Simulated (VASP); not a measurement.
Here is a VASP 6.6.1 calculation.

INCAR

```
SYSTEM = CdSe
ALGO     = Normal         ! electronic algorithm
EDIFF    = 1E-7           ! SCF threshold, eV
ENCUT    = 520            ! plane-wave cutoff, eV
GGA      = RE             ! functional
ISIF     = 2              ! what is computed and relaxed
ISMEAR   = -1             ! smearing method
LASPH    = .TRUE.         ! aspherical terms in the spheres
LCHARG   = .FALSE.        ! write CHGCAR
LREAL    = .FALSE.        ! projectors in reciprocal space
LWAVE    = .FALSE.        ! write WAVECAR
NBANDS   = 16             ! bands
NELM     = 100            ! most SCF steps
PREC     = Accurate       ! precision mode
SIGMA    = 0.05           ! smearing width, eV
```

The input KPOINTS:

```
k-points
0
G
  8 8 8
  0 0 0
```

POSCAR

```
CdSe
1.0
    0.0000000000      3.0702711986      3.0702711986
    3.0702711986      0.0000000000      3.0702711986
    3.0702711986      3.0702711986      0.0000000000
Cd Se
1 1
Direct
    0.0000000000      0.0000000000      0.0000000000
    0.2500000000      0.2500000000      0.2500000000
```

Potentials or basis: VASP PAW PBE potentials, release 64 (Cd, Se).

Launch:

```bash
$ cat potpaw_PBE.64/Cd/POTCAR potpaw_PBE.64/Se/POTCAR > POTCAR
$ mpirun -np 1 vasp_std > vasp.out
```

Task: Estimate the band gap on the k mesh.

Result: 0.68 eV, direct.

Task: Predict the pressure.

Result: 3.0 GPa.

Caveat: the PAW data sets were made with another functional, which shifts forces and pressure a little. Expect the measured gap to be larger: semilocal functionals such as revPBE lack the derivative discontinuity.
